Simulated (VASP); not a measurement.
**Cl: single point with PBE+D3(BJ)**

Cl:

```
CELL_PARAMETERS angstrom
0.00000 3.18370 3.18370
3.18370 0.00000 3.18370
3.18370 3.18370 0.00000
ATOMIC_POSITIONS crystal
Cl 0.00000 0.00000 0.00000
Cl 0.25000 0.25000 0.25000
```

```
Program             : VASP 6.6.1
Task                : single point
Functional          : PBE
Dispersion          : D3(BJ)
Potentials or basis : VASP PAW PBE potentials, release 64 (Cl)
Cutoff              : 500 eV
k mesh              : 7 × 7 × 7
Occupations         : methfessel-paxton, width 0.02 eV
Spin                : no spin polarisation
```

* Pressure: -0.1 GPa
* Band gap on the k mesh: zero (bands 7 and 8 overlap by 1.22 eV)
* Dispersion energy per atom: -0.128 eV

Levels at points of the mesh, in eV from the Fermi level:
```csv
k point,band 5,band 6,band 7,band 8,band 9,band 10
"(0.00, 0.00, 0.00)",-2.85,-0.90,-0.90,-0.90,6.42,10.51
```

Run time: 9.6 s on 1 thread of Intel(R) Xeon(R) Platinum 8488C (Sapphire Rapids) (shared host), peak memory 0.2 GiB.
